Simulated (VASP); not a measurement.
# NaF in VASP: further runs, part 2 of 2

VASP 6.6.1. Earlier steps stand in the parts before.

## (4) Single point, r2SCAN (epitaxial 111 strain -2.0%)

Contents of POSCAR:

```
NaF
1.0
    0.0541389590      2.3053636773      2.3053636773
    2.3053636773      0.0541389590      2.3053636773
    2.3053636773      2.3053636773      0.0541389590
Na F
1 1
Direct
    0.0000000000      0.0000000000      0.0000000000
    0.5000000000      0.5000000000      0.5000000000
```

Contents of INCAR.step1:

```
SYSTEM = NaF
PREC = Accurate
ENCUT = 520
ISMEAR = 0
SIGMA = 0.01
LREAL = .False.
LASPH = .True.
NELM = 80
NBANDS = 14
GGA = PE
ALGO = Normal
EDIFF = 1E-4
LWAVE = .True.
LCHARG = .False.
```

Contents of INCAR.step2:

```
SYSTEM = NaF
PREC = Accurate
ENCUT = 520
EDIFF = 1E-7
ISMEAR = 0
SIGMA = 0.01
LREAL = .False.
LASPH = .True.
NELM = 80
ALGO = Normal
ISIF = 2
LWAVE = .False.
LCHARG = .False.
METAGGA = R2SCAN
LMIXTAU = .True.
NBANDS = 14
ISTART = 1
```

Contents of KPOINTS:

```
regular mesh
0
Gamma
  10 10 10
  0 0 0
```

Potentials or basis: VASP PAW PBE potentials, release 64 (Na_pv, F).

Run with:

```bash
cat potpaw_PBE.64/Na_pv/POTCAR potpaw_PBE.64/F/POTCAR > POTCAR
cp INCAR.step1 INCAR
mpirun -np 1 vasp_std > vasp.out
cp INCAR.step2 INCAR
mpirun -np 1 vasp_std > vasp.out
```

OUTCAR:

```text
SYSTEM = NaF
   PREC = Accurate
   ENCUT = 520
   EDIFF = 1E-7
   ISMEAR = 0
   LREAL = .False.
   LASPH = .True.
   NELM = 80
   ISIF = 2
   METAGGA = R2SCAN
   ISTART = 1

 ion  position               nearest neighbor table
   1  0.000  0.000  0.000-   2 2.28   2 2.28   2 2.28   2 2.28   2 2.28   2 2.28
   2  0.500  0.500  0.500-   1 2.28   1 2.28   1 2.28   1 2.28   1 2.28   1 2.28

  LATTYP: Found a trigonal (rhomboedric) cell.
 ALAT       =     3.2607260535
 COS(alpha) =     0.5233396032

  Lattice vectors:

 A1 = (   0.0541389590,   2.3053636773,   2.3053636773)
 A2 = (   2.3053636773,   0.0541389590,   2.3053636773)
 A3 = (   2.3053636773,   2.3053636773,   0.0541389590)

Analysis of symmetry for initial positions (statically):
=====================================================================
 Subroutine PRICEL returns:
 Original cell was already a primitive cell.

 Routine SETGRP: Setting up the symmetry group for a
 trigonal (rhombohedral) supercell.

 Subroutine GETGRP returns: Found 12 space group operations
 (whereof 12 operations were pure point group operations)
 out of a pool of 12 trial point group operations.

The static configuration has the point symmetry D_3d.

Analysis of symmetry for dynamics (positions and initial velocities):
=====================================================================
 Subroutine PRICEL returns:
 Original cell was already a primitive cell.

 Routine SETGRP: Setting up the symmetry group for a
 trigonal (rhombohedral) supercell.

 Subroutine GETGRP returns: Found 12 space group operations
 (whereof 12 operations were pure point group operations)
 out of a pool of 12 trial point group operations.

The dynamic configuration has the point symmetry D_3d.

 Subroutine INISYM returns: Found 12 space group operations
 (whereof 12 operations are pure point group operations),
 and found     1 'primitive' translations

----------------------------------------------------------------------------------------

                                     Primitive cell

[... 121 lines left out ...]
 non-spin polarized calculation
 Gauss-broadening in eV      SIGMA  =   0.01
  energy-cutoff  :      520.00
  volume of cell :       23.64
 maximum number of plane-waves:       646
   NGX = 13   NGY = 13   NGZ = 13

 number of electron      14.0000009 magnetization

 Free energy of the ion-electron system (eV)
  ---------------------------------------------------
  ext. energy  EPLUGINS =         0.00000000
  ---------------------------------------------------
  free energy    TOTEN  =       -12.59904698 eV

  energy without entropy =      -12.59904698  energy(sigma->0) =      -12.59904698

 E-fermi :  -2.3077     XC(G=0): -10.0492

 val. band max:       -2.4632780442   @ k =   0.0000   0.0000   0.0000
 cond. band min:       4.9621772704   @ k =   0.0000   0.0000   0.0000
 fundamental gap:      7.4254553146
 Fermi energy:        -2.3077064546

 k-point     1 :       0.0000    0.0000    0.0000
  band No.  band energies     occupation
      1     -22.8827      2.00000
      2     -21.8555      2.00000
      3     -21.8555      2.00000
      4     -21.8521      2.00000
      5      -2.5677      2.00000
      6      -2.4633      2.00000
      7      -2.4633      2.00000
      8       4.9622      0.00000
      9      17.0680      0.00000
     10      17.9570      0.00000
     11      17.9570      0.00000
     12      20.4108      0.00000
     13      23.0965      0.00000
     14      23.0965      0.00000
[... 377 lines left out ...]
      1     -22.9047      2.00000
      2     -21.9116      2.00000
      3     -21.8978      2.00000
      4     -21.7011      2.00000
      5      -3.7304      2.00000
      6      -2.8966      2.00000
      7      -2.8629      2.00000
      8       9.4105      0.00000
      9      12.2476      0.00000
     10      16.0318      0.00000
     11      18.7399      0.00000
     12      19.2053      0.00000
     13      25.0580      0.00000
     14      25.8334      0.00000

 [... further k-points ...]

------------------------ aborting loop because EDIFF is reached ----------------------------------------

  FORCE on cell =-STRESS in cart. coord.  units (eV):
  Direction    XX          YY          ZZ          XY          YZ          ZX
  --------------------------------------------------------------------------------------
  -------------------------------------------------------------------------------------
  Total        0.1066177      0.1066177      0.1066177     -0.1056795     -0.1056795     -0.1056795
  in kB        7.2254157      7.2254157      7.2254157     -7.1618384     -7.1618384     -7.1618384
  external PRESSURE =       7.2254157 kB  Pullay stress =       0.0000000 kB

 VOLUME and BASIS-vectors are now :
 -----------------------------------------------------------------------------
  energy-cutoff  :      520.00
  volume of cell :       23.64
      direct lattice vectors                 reciprocal lattice vectors
     0.054138959  2.305363677  2.305363677    -0.224678966  0.219523691  0.219523691
     2.305363677  0.054138959  2.305363677     0.219523691 -0.224678966  0.219523691
     2.305363677  2.305363677  0.054138959     0.219523691  0.219523691 -0.224678966

 POSITION                                       TOTAL-FORCE (eV/Angst)
 -----------------------------------------------------------------------------------
      0.00000      0.00000      0.00000        -0.000000     -0.000000     -0.000000
      2.33243      2.33243      2.33243         0.000000      0.000000      0.000000
 -----------------------------------------------------------------------------------
    total drift:                                0.000000     -0.000000      0.000000

  FREE ENERGIE OF THE ION-ELECTRON SYSTEM (eV)
  ---------------------------------------------------
  free  energy   TOTEN  =       -12.5990469761 eV

  energy  without entropy=      -12.5990469761  energy(sigma->0) =      -12.59904698
```

Wall time 80 s (1 thread of Intel Xeon Platinum 8259CL at 2.50GHz (Skylake/Cascade Lake), shared host); peak memory 0.16 GiB.

Results:

- Free energy: -12.5990 eV
- Pressure: 0.7 GPa
- Band gap on the k mesh: 7.43 eV

Stress tensor (GPa, compression positive):
```
 0.72 -0.72 -0.72
-0.72  0.72 -0.72
-0.72 -0.72  0.72
```

Levels at points of the mesh, in eV from the valence-band top:
| k point | band 3 | band 4 | band 5 | band 6 | band 7 | band 8 | band 9 | band 10 | band 11 | band 12 |
| --- | --- | --- | --- | --- | --- | --- | --- | --- | --- | --- |
| (0.00, 0.00, 0.00) | -19.39 | -19.39 | -0.10 | 0.00 | 0.00 | 7.43 | 19.53 | 20.42 | 20.42 | 22.87 |
| (0.50, 0.00, 0.00) | -19.40 | -18.87 | -1.69 | -0.39 | -0.31 | 11.92 | 13.93 | 21.58 | 22.06 | 24.06 |
| (0.50, 0.50, 0.00) | -19.45 | -19.45 | -1.38 | -0.51 | -0.41 | 14.04 | 14.47 | 15.35 | 21.48 | 22.08 |
| (0.50, 0.50, 0.50) | -19.40 | -18.83 | -1.72 | -0.26 | -0.26 | 11.93 | 13.51 | 22.37 | 22.37 | 24.58 |

Caveat: the cell differs from its parent crystal (epitaxial 111 strain -2.0%); the PAW data sets were made with another functional, which shifts forces and pressure a little.

## (5) Single point, HSE06 (strain -0.5%)

Contents of POSCAR:

```
NaF
1.0
    0.0000000000      2.2856822396      2.2856822396
    2.2856822396      0.0000000000      2.2856822396
    2.2856822396      2.2856822396      0.0000000000
Na F
1 1
Direct
    0.0000000000      0.0000000000      0.0000000000
    0.5000000000      0.5000000000      0.5000000000
```

Contents of INCAR.step1:

```
ALGO = Normal
EDIFF = 1E-5
ENCUT = 520
GGA = PE
ISIF = 2
ISMEAR = 0
LASPH = True
LCHARG = False
LREAL = False
LWAVE = True
NBANDS = 14
NELM = 100
PREC = Accurate
SIGMA = 0.01
```

Contents of INCAR.step2:

```
ALGO = Normal
EDIFF = 1E-6
ENCUT = 520
GGA = PE
HFSCREEN = 0.2079
ISIF = 2
ISMEAR = 0
ISTART = 1
LASPH = True
LCHARG = False
LHFCALC = True
LREAL = False
LWAVE = False
NBANDS = 14
NELM = 100
PREC = Accurate
PRECFOCK = Normal
SIGMA = 0.01
```

Contents of KPOINTS:

```
k-points
0
Gamma
  6 6 6
```

Run with:

```bash
cat potpaw_PBE.64/Na_pv/POTCAR potpaw_PBE.64/F/POTCAR > POTCAR
cp INCAR.step1 INCAR
mpirun -np 1 vasp_std > vasp.out
cp INCAR.step2 INCAR
mpirun -np 1 vasp_std > vasp.out
```

Run time: 12 min. Hardware: 1 thread of Intel Xeon Platinum 8259CL at 2.50GHz (Skylake/Cascade Lake), shared host; peak memory 0.24 GiB.

Results (log left out):

```yaml
Free_energy: -10.3031 eV
Pressure: 2.5 GPa
Band_gap_on_the_k_mesh: 8.70 eV
```

Levels at points of the mesh, in eV from the valence-band top:
```
           k point  band 5  band 6  band 7  band 8  band 9  band 10
(0.00, 0.00, 0.00)    0.00    0.00    0.00    8.70   21.68    21.68
(0.50, 0.00, 0.00)   -1.72   -0.29   -0.29   13.27   15.21    23.02
(0.50, 0.50, 0.00)   -1.39   -0.45   -0.45   15.65   15.88    16.41
```

Caveat: the cell differs from its parent crystal (strain -0.5%); the PAW data sets were made with another functional, which shifts forces and pressure a little.

## (6) Single point, HSE06

This run uses another cell than the first one, of 12.12 Å³/atom.

Contents of POSCAR:

```
NaF
1.0
    0.0000000000      2.2971680800      2.2971680800
    2.2971680800      0.0000000000      2.2971680800
    2.2971680800      2.2971680800      0.0000000000
Na F
1 1
Direct
    0.0000000000      0.0000000000      0.0000000000
    0.5000000000      0.5000000000      0.5000000000
```

Contents of INCAR.step1:

```
PREC = Accurate
ENCUT = 520
EDIFF = 1E-5
ISMEAR = 0
SIGMA = 0.01
LREAL = F
LASPH = T
NELM = 60
ALGO = Normal
ISIF = 2
LWAVE = T
LCHARG = F
NBANDS = 14
GGA = PE
```

Contents of INCAR.step2:

```
PREC = Accurate
ENCUT = 520
EDIFF = 1E-7
ISMEAR = 0
SIGMA = 0.01
LREAL = F
LASPH = T
NELM = 60
ALGO = Normal
ISIF = 2
LWAVE = F
LCHARG = F
GGA = PE
LHFCALC = T
HFSCREEN = 0.2079
PRECFOCK = Normal
NBANDS = 14
ISTART = 1
```

Contents of KPOINTS:

```
regular mesh
0
Gamma
  6 6 6
```

Potentials or basis: VASP PAW PBE potentials, release 64 (Na_pv, F).

Run with:

```bash
cat potpaw_PBE.64/Na_pv/POTCAR potpaw_PBE.64/F/POTCAR > POTCAR
cp INCAR.step1 INCAR
mpirun -np 1 vasp_std > vasp.out
cp INCAR.step2 INCAR
mpirun -np 1 vasp_std > vasp.out
```

Run time: 14 min. Hardware: 1 thread of Intel Xeon Platinum 8259CL at 2.50GHz (Skylake/Cascade Lake), shared host; peak memory 0.24 GiB.

The run converged. Its results:

```yaml
Free_energy: -10.3084 eV
Pressure: 1.6 GPa
Band_gap_on_the_k_mesh: 8.60 eV
```

Levels at points of the mesh, in eV from the valence-band top:
```tsv
k point	band 4	band 5	band 6	band 7	band 8	band 9	band 10	band 11
(0.00, 0.00, 0.00)	-20.29	0.00	0.00	0.00	8.60	21.56	21.56	21.56
(0.50, 0.00, 0.00)	-19.56	-1.68	-0.28	-0.28	13.17	15.07	22.85	22.85
(0.50, 0.50, 0.00)	-20.34	-1.36	-0.44	-0.44	15.59	15.74	16.25	22.73
```

Caveat: the PAW data sets were made with another functional, which shifts forces and pressure a little.

## (7) Summary

```tsv
level	cell	k mesh	grid for exact exchange (PRECFOCK)	share of exact exchange	screening parameter	gap on the mesh (eV)	pressure (GPa)
r2SCAN	a = 3.249, b = 3.200, c = 3.200 Å, angles 61.0, 59.5, 59.5°, 2 atoms	10 × 10 × 10	-	-	-	7.49	1.2
r2SCAN	a = 3.241, b = 3.241, c = 3.249 Å, angles 59.9, 59.9, 60.2°, 2 atoms	10 × 10 × 10	-	-	-	7.35	-0.6
r2SCAN	a = 3.261 Å, angles 58.4°, 2 atoms	10 × 10 × 10	-	-	-	7.43	0.7
HSE06	a = 3.232 Å, angles 60.0°, 2 atoms	6 × 6 × 6	Normal	0.25	0.2079 1/Å	8.70	2.5
HSE06	a = 3.249 Å, angles 60.0°, 2 atoms	6 × 6 × 6	Normal	0.25	0.2079 1/Å	8.60	1.6
```

Alike in all rows: task single point; potentials or basis VASP PAW PBE potentials, release 64 (Na_pv, F); no spin polarisation; cutoff (eV) 520; smearing gaussian 0.01 eV.

Caveats: the PAW data sets were made with another functional, which shifts forces and pressure a little.

Total energies depend on the potentials used, so only differences within one code and one set of settings carry meaning.
